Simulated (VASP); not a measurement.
# Li15O8 (a cell with a defect) in VASP: relaxation of the atoms with PBE

Aim: the relaxation of the atoms of Li15O8 (a cell with a defect) with PBE.

All numbers are computed with VASP 6.6.1; they aren't measurements. Logs are shortened: lines on timing, memory, paths and dates and some standing lists are left out, and cuts for length are marked.

## (1) The cell of the first run

The cell holds a defect, 23 atoms: a = 6.520 Å, b = 6.520 Å, c = 6.520 Å, α = 60.00°, β = 60.00°, γ = 60.00°.

## (2) Relaxation of the atoms, PBE (atoms taken out)

Input file INCAR:

```
SYSTEM = Li15O8
PREC = Accurate ; ENCUT = 650
EDIFF = 1E-7 ; ISMEAR = -1
SIGMA = 0.01 ; LREAL = .FALSE.
LASPH = .TRUE. ; NELM = 120
ALGO = Normal ; ISIF = 2
LWAVE = .FALSE. ; LCHARG = .FALSE.
GGA = PE ; IBRION = 2
NSW = 60 ; EDIFFG = -0.03
NELECT = 94.0 ; GGA_COMPAT = .FALSE.
NELMIN = 4
```

Input file KPOINTS:

```
Automatic mesh
0
G
  4 4 4
  0 0 0
```

Input file POSCAR:

```
Li15O8
1.0
    0.0000000000      4.6100000000      4.6100000000
    4.6100000000      0.0000000000      4.6100000000
    4.6100000000      4.6100000000      0.0000000000
Li O
15 8
Direct
    0.1250000000      0.1250000000      0.6250000000
    0.1250000000      0.6250000000      0.1250000000
    0.1250000000      0.6250000000      0.6250000000
    0.6250000000      0.1250000000      0.1250000000
    0.6250000000      0.1250000000      0.6250000000
    0.6250000000      0.6250000000      0.1250000000
    0.6250000000      0.6250000000      0.6250000000
    0.3750000000      0.3750000000      0.3750000000
    0.3750000000      0.3750000000      0.8750000000
    0.3750000000      0.8750000000      0.3750000000
    0.3750000000      0.8750000000      0.8750000000
    0.8750000000      0.3750000000      0.3750000000
    0.8750000000      0.3750000000      0.8750000000
    0.8750000000      0.8750000000      0.3750000000
    0.8750000000      0.8750000000      0.8750000000
    0.0000000000      0.0000000000      0.0000000000
    0.0000000000      0.0000000000      0.5000000000
    0.0000000000      0.5000000000      0.0000000000
    0.0000000000      0.5000000000      0.5000000000
    0.5000000000      0.0000000000      0.0000000000
    0.5000000000      0.0000000000      0.5000000000
    0.5000000000      0.5000000000      0.0000000000
    0.5000000000      0.5000000000      0.5000000000
```

Potentials or basis: VASP PAW PBE potentials, release 64 (Li_sv, O).

Launch:

```sh
cat potpaw_PBE.64/Li_sv/POTCAR potpaw_PBE.64/O/POTCAR > POTCAR
mpirun -np 1 vasp_std > vasp.out
```

OUTCAR:

```text
SYSTEM = Li15O8
   PREC = Accurate
   ENCUT = 650
   EDIFF = 1E-7
   ISMEAR = -1
   LREAL = .FALSE.
   LASPH = .TRUE.
   NELM = 120
   ISIF = 2
   GGA = PE
   IBRION = 2
   NSW = 60
   EDIFFG = -0.03
   NELECT = 94.0
   NELMIN = 4

 ion  position               nearest neighbor table
   1  0.125  0.125  0.625-  17 2.00  16 2.00  19 2.00  21 2.00  13 2.31  15 2.31   8 2.31  10 2.31
                            11 2.31  12 2.31
   2  0.125  0.625  0.125-  18 2.00  16 2.00  19 2.00  22 2.00  14 2.31  15 2.31   8 2.31   9 2.31
                            11 2.31  12 2.31
   3  0.125  0.625  0.625-  19 2.00  18 2.00  17 2.00  23 2.00  14 2.31  15 2.31   8 2.31   9 2.31
                            10 2.31  13 2.31
   4  0.625  0.125  0.125-  20 2.00  16 2.00  21 2.00  22 2.00  14 2.31  15 2.31   8 2.31   9 2.31
                            10 2.31  13 2.31
   5  0.625  0.125  0.625-  21 2.00  20 2.00  17 2.00  23 2.00  14 2.31  15 2.31   8 2.31   9 2.31
                            11 2.31  12 2.31
   6  0.625  0.625  0.125-  22 2.00  20 2.00  18 2.00  23 2.00  13 2.31  15 2.31   8 2.31  10 2.31
                            11 2.31  12 2.31
   7  0.625  0.625  0.625-  23 2.00  21 2.00  22 2.00  19 2.00  13 2.31  14 2.31   9 2.31  10 2.31
                            11 2.31  12 2.31
   8  0.375  0.375  0.375-  23 2.00  21 2.00  22 2.00  19 2.00   5 2.31   6 2.31   1 2.31   2 2.31
                             3 2.31   4 2.31
   9  0.375  0.375  0.875-  22 2.00  20 2.00  18 2.00  23 2.00   7 2.31   2 2.31   3 2.31   4 2.31
                             5 2.31
  10  0.375  0.875  0.375-  21 2.00  20 2.00  17 2.00  23 2.00   7 2.31   1 2.31   3 2.31   4 2.31
                             6 2.31
  11  0.375  0.875  0.875-  20 2.00  16 2.00  21 2.00  22 2.00   7 2.31   1 2.31   2 2.31   5 2.31
                             6 2.31
  12  0.875  0.375  0.375-  19 2.00  18 2.00  17 2.00  23 2.00   7 2.31   1 2.31   2 2.31   5 2.31
                             6 2.31
  13  0.875  0.375  0.875-  18 2.00  16 2.00  19 2.00  22 2.00   7 2.31   1 2.31   3 2.31   4 2.31
                             6 2.31
  14  0.875  0.875  0.375-  17 2.00  16 2.00  19 2.00  21 2.00   7 2.31   2 2.31   3 2.31   4 2.31
                             5 2.31
  15  0.875  0.875  0.875-  16 2.00  17 2.00  18 2.00  20 2.00   5 2.31   6 2.31   1 2.31   2 2.31
                             3 2.31   4 2.31
  16  0.000  0.000  0.000-  15 2.00   2 2.00   4 2.00  11 2.00  13 2.00  14 2.00   1 2.00
  17  0.000  0.000  0.500-   1 2.00  14 2.00   5 2.00  10 2.00  12 2.00   3 2.00  15 2.00
  18  0.000  0.500  0.000-   2 2.00  13 2.00   6 2.00   9 2.00  12 2.00   3 2.00  15 2.00
  19  0.000  0.500  0.500-   3 2.00  12 2.00   1 2.00   7 2.00   8 2.00   2 2.00  13 2.00  14 2.00

  20  0.500  0.000  0.000-   4 2.00  11 2.00   6 2.00   9 2.00  10 2.00   5 2.00  15 2.00
  21  0.500  0.000  0.500-   5 2.00  10 2.00   1 2.00   7 2.00   8 2.00   4 2.00  11 2.00  14 2.00

  22  0.500  0.500  0.000-   6 2.00   9 2.00   2 2.00   7 2.00   8 2.00   4 2.00  11 2.00  13 2.00

  23  0.500  0.500  0.500-   7 2.00   8 2.00   6 2.00   3 2.00   5 2.00   9 2.00  10 2.00  12 2.00

  LATTYP: Found a face centered cubic cell.
 ALAT       =     9.2200000000

  Lattice vectors:

 A1 = (   0.0000000000,   4.6100000000,   4.6100000000)
 A2 = (   4.6100000000,   0.0000000000,   4.6100000000)
 A3 = (   4.6100000000,   4.6100000000,   0.0000000000)

Analysis of symmetry for initial positions (statically):
=====================================================================
 Subroutine PRICEL returns:
 Original cell was already a primitive cell.

 Routine SETGRP: Setting up the symmetry group for a
 face centered cubic supercell.

 Subroutine GETGRP returns: Found 24 space group operations
 (whereof  6 operations were pure point group operations)
 out of a pool of 48 trial point group operations.

The static configuration has the point symmetry C_3v.
 The point group associated with its full space group is T_d .

Analysis of symmetry for dynamics (positions and initial velocities):
=====================================================================
 Subroutine PRICEL returns:
 Original cell was already a primitive cell.

 Routine SETGRP: Setting up the symmetry group for a
 face centered cubic supercell.

 Subroutine GETGRP returns: Found 24 space group operations
 (whereof  6 operations were pure point group operations)
 out of a pool of 48 trial point group operations.

The dynamic configuration has the point symmetry C_3v.
 The point group associated with its full space group is T_d .

 Subroutine INISYM returns: Found 24 space group operations
 (whereof  6 operations are pure point group operations),
 and found     1 'primitive' translations

----------------------------------------------------------------------------------------

                                     Primitive cell

  volume of cell :     195.9444

  direct lattice vectors                    reciprocal lattice vectors
     0.000000000  4.610000000  4.610000000    -0.108459870  0.108459870  0.108459870
     4.610000000  0.000000000  4.610000000     0.108459870 -0.108459870  0.108459870
     4.610000000  4.610000000  0.000000000     0.108459870  0.108459870 -0.108459870

  length of vectors
     6.519524523  6.519524523  6.519524523     0.187858005  0.187858005  0.187858005

  position of ions in fractional coordinates (direct lattice)
     0.125000000  0.125000000  0.625000000
     0.125000000  0.625000000  0.125000000
     0.125000000  0.625000000  0.625000000
     0.625000000  0.125000000  0.125000000
     0.625000000  0.125000000  0.625000000
     0.625000000  0.625000000  0.125000000
[... 15 lines left out ...]
     0.500000000  0.500000000  0.000000000
     0.500000000  0.500000000  0.500000000

  ion indices of the primitive-cell ions
   primitive index   ion index
                 1           1
                 2           2
                 3           3
                 4           4
                 5           5
                 6           6
[... 15 lines left out ...]
                22          22
                23          23

----------------------------------------------------------------------------------------

 KPOINTS: Automatic mesh

Automatic generation of k-mesh.
 Grid dimensions read from file:
 generate k-points for:    4    4    4

 Generating k-lattice:

  Cartesian coordinates                     Fractional coordinates (reciprocal lattice)
    -0.027114967  0.027114967  0.027114967     0.250000000  0.000000000  0.000000000
     0.027114967 -0.027114967  0.027114967     0.000000000  0.250000000  0.000000000
     0.027114967  0.027114967 -0.027114967     0.000000000  0.000000000  0.250000000

  Length of vectors
     0.046964501  0.046964501  0.046964501

  Shift w.r.t. Gamma in fractional coordinates (k-lattice)
     0.000000000  0.000000000  0.000000000

 Subroutine IBZKPT returns following result:
 ===========================================

 Found      8 irreducible k-points:

 Following reciprocal coordinates:
            Coordinates               Weight
  0.000000  0.000000  0.000000      1.000000
  0.250000  0.000000  0.000000      8.000000
  0.500000  0.000000  0.000000      4.000000
  0.250000  0.250000  0.000000      6.000000
  0.500000  0.250000  0.000000     24.000000
 -0.250000  0.250000  0.000000     12.000000
  0.500000  0.500000  0.000000      3.000000
 -0.250000  0.500000  0.250000      6.000000
   k-points           NKPTS =      8   k-points in BZ     NKDIM =      8   number of bands    NBANDS=     59
   number of dos      NEDOS =    301   number of ions     NIONS =     23
   total plane-waves  NPLWV = 157464
   dimension x,y,z NGX =    54 NGY =   54 NGZ =   54
   dimension x,y,z NGXF=   108 NGYF=  108 NGZF=  108
   ions per type =              15   8
   NGX,Y,Z   is equivalent  to a cutoff of  13.77, 13.77, 13.77 a.u.
   NGXF,Y,Z  is equivalent  to a cutoff of  27.54, 27.54, 27.54 a.u.
 SYSTEM =  Li15O8
   PREC   = accura    normal or accurate (medium, high low for compatibility)
   ISTART =      0    job   : 0-new  1-cont  2-samecut
   ICHARG =      2    charge: 1-file 2-atom 10-const
   ISPIN  =      1    spin polarized calculation?
   LNONCOLLINEAR =      F non collinear calculations
   LSORBIT =      F    spin-orbit coupling
   LASPH  =      T    aspherical Exc in radial PAW
   ENCUT  =  650.0 eV  47.77 Ry    6.91 a.u.  13.55 13.55 13.55*2*pi/ulx,y,z
   NELM   =    120;   NELMIN=  4; NELMDL= -5     # of ELM steps
   EDIFF  = 0.1E-06   stopping-criterion for ELM
   LREAL  =      F    real-space projection
   EDIFFG = -.3E-01   stopping-criterion for IOM
   NSW    =     60    number of steps for IOM
   IBRION =      2    ionic relax: 0-MD 1-quasi-New 2-CG
   NFREE  =      1    steps in history (QN), initial steepest desc. (CG)
   ISIF   =      2    stress and relaxation
   ISYM   =      2    0-nonsym 1-usesym 2-fastsym
   POTIM  = 0.5000    time-step for ionic-motion
   TEBEG  =    0.0;   TEEND  =   0.0 temperature during run
   PSTRESS=    0.0 pullay stress
   NELECT =      94.0000    total number of electrons
   NUPDOWN=      -1.0000    fix difference up-down
   EMIN   =  10.00;   EMAX   =-10.00  energy-range for DOS
   EFERMI =   0.00;   METHOD = LEGACY
   ISMEAR =    -1;   SIGMA  =   0.01  broadening in eV -4-tet -1-fermi 0-gaus
   EFERMI_NEDOS =   21; number of points for ismear=-14 and -15
   IALGO  =     38    algorithm
   IMIX   =      4    mixing-type and parameters
     AMIX     =   0.40;   BMIX     =  1.00
     AMIX_MAG =   1.60;   BMIX_MAG =  1.00
  volume/ion in A,a.u.               =       8.52        57.49
  Fermi-wavevector in a.u.,A,eV,Ry     =   1.281563  2.421802 22.346249  1.642403
  Thomas-Fermi vector in A             =   2.413925
   LORBIT       =      0    0 simple, 1 ext, 2 COOP (PROOUT), +10 PAW based schemes
   GGA     = PE    functional components
   LHFCALC =     F    Hartree Fock is set to
   AEXX    =    0.0000 exact exchange contribution
   IVDW    =     0    specifies the selected vdW correction
   LEPSILON=     F    determine dielectric tensor
   LRPA    =     F    only Hartree local field effects (RPA)
 conjugate gradient relaxation of ions
 non-spin polarized calculation
  energy-cutoff  :      650.00
  volume of cell :      195.94
 maximum number of plane-waves:      7424
   NGX = 27   NGY = 27   NGZ = 27

--------------------------------------- Ionic step        1  -------------------------------------------

 number of electron      93.9999906 magnetization

 Free energy of the ion-electron system (eV)
  ---------------------------------------------------
  ext. energy  EPLUGINS =         0.00000000
  ---------------------------------------------------
  free energy    TOTEN  =      -107.50136900 eV

  energy without entropy =     -107.50136900  energy(sigma->0) =     -107.50136900

------------------------ aborting loop because EDIFF is reached ----------------------------------------

  FORCE on cell =-STRESS in cart. coord.  units (eV):
  Direction    XX          YY          ZZ          XY          YZ          ZX
  --------------------------------------------------------------------------------------
  -------------------------------------------------------------------------------------
  Total        4.8106596      4.8106596      4.8106596      0.0000000      0.0000000      0.0000000
  in kB       39.3352977     39.3352977     39.3352977      0.0000000      0.0000000      0.0000000
  external PRESSURE =      39.3352977 kB  Pullay stress =       0.0000000 kB
[... 386 lines left out ...]
--------------------------------------- Ionic step        8  -------------------------------------------

 number of electron      94.0000010 magnetization

 Free energy of the ion-electron system (eV)
  ---------------------------------------------------
  ext. energy  EPLUGINS =         0.00000000
  ---------------------------------------------------
  free energy    TOTEN  =      -108.35022894 eV

  energy without entropy =     -108.35022894  energy(sigma->0) =     -108.35022894

 E-fermi :   1.5022     XC(G=0):  -9.6883

 val. band max:        1.1497557352   @ k =   0.0000   0.0000   0.0000
 cond. band min:       6.2265951803   @ k =   0.0000   0.0000   0.0000
 fundamental gap:      5.0768394451
 Fermi energy:         1.5022476632

 k-point     1 :       0.0000    0.0000    0.0000
  band No.  band energies     occupation
      1     -41.9588      2.00000
      2     -41.8757      2.00000
      3     -41.8757      2.00000
      4     -41.8536      2.00000
      5     -41.8536      2.00000
      6     -41.8536      2.00000
[... 535 lines left out ...]
  FREE ENERGIE OF THE ION-ELECTRON SYSTEM (eV)
  ---------------------------------------------------
  free  energy   TOTEN  =      -108.3502289437 eV

  energy  without entropy=     -108.3502289437  energy(sigma->0) =     -108.35022894

 reached required accuracy - stopping structural energy minimisation
```

Wall time 36 min (1 thread of Oxide Virtual Turin-like, shared host); peak memory 0.43 GiB.

What came out:

```yaml
Free_energy: -108.3502 eV
Energy_gained_by_relaxing: 36.9 meV/atom
Ionic_steps: 8
Largest_force_after_relaxing: 0.004 eV/Å
```

Forces on the atoms (eV/Å):
```
Li   0.000  0.000  0.004
Li   0.000  0.004  0.000
Li  -0.004  0.000  0.000
Li   0.004  0.000  0.000
Li   0.000 -0.004  0.000
Li   0.000  0.000 -0.004
Li   0.000  0.000  0.000
Li   0.000  0.000  0.000
Li   0.000  0.000  0.004
Li   0.000  0.004  0.000
Li  -0.004  0.000  0.000
Li   0.004  0.000  0.000
Li   0.000 -0.004  0.000
Li   0.000  0.000 -0.004
Li   0.000  0.000  0.000
O    0.001  0.001  0.001
O   -0.001 -0.001  0.001
O   -0.001  0.001 -0.001
O    0.002 -0.002 -0.002
O    0.001 -0.001 -0.001
O   -0.002  0.002 -0.002
O   -0.002 -0.002  0.002
O    0.002  0.002  0.002
```

Step by step:
| step | energy change (eV) | largest force (eV/Å) | pressure (GPa) |
| --- | --- | --- | --- |
| 1 | 0.0000 | 1.1529 | 3.93 |
| 2 | -0.4822 | 0.7437 | 4.12 |
| 3 | -0.7061 | 0.5274 | 4.60 |
| 4 | -0.8001 | 0.2498 | 4.52 |
| 5 | -0.8324 | 0.1667 | 4.54 |
| 6 | -0.8439 | 0.0945 | 4.54 |
| 7 | -0.8479 | 0.0680 | 4.54 |
| 8 | -0.8489 | 0.0044 | 4.55 |

Final structure:
```xyz
23
Lattice="0.0000 4.6100 4.6100 4.6100 0.0000 4.6100 4.6100 4.6100 0.0000" Properties=species:S:1:pos:R:3 pbc="T T T"
Li    3.4575    3.4575    1.1262
Li    3.4575    1.1262    3.4575
Li    5.7888    3.4575    3.4575
Li    1.1262    3.4575    3.4575
Li    3.4575    5.7888    3.4575
Li    3.4575    3.4575    5.7888
Li    5.7625    5.7625    5.7625
Li    3.4575    3.4575    3.4575
Li    5.7625    5.7625    3.2563
Li    5.7625    3.2563    5.7625
Li    8.2687    5.7625    5.7625
Li    3.2563    5.7625    5.7625
Li    5.7625    8.2687    5.7625
Li    5.7625    5.7625    8.2687
Li    8.0675    8.0675    8.0675
O     9.1718    9.1718    9.1718
O     6.9632    6.9632    9.1718
O     6.9632    9.1718    6.9632
O     4.5943    2.3207    2.3207
O     9.1718    6.9632    6.9632
O     2.3207    4.5943    2.3207
O     2.3207    2.3207    4.5943
O     4.5943    4.5943    4.5943
```

Caveat: the cell carries a net charge on a neutralising background, which shifts energy and pressure; the cell differs from its parent crystal (atoms taken out); the cell is charged against a uniform background, so pressure and absolute levels hang on convention.
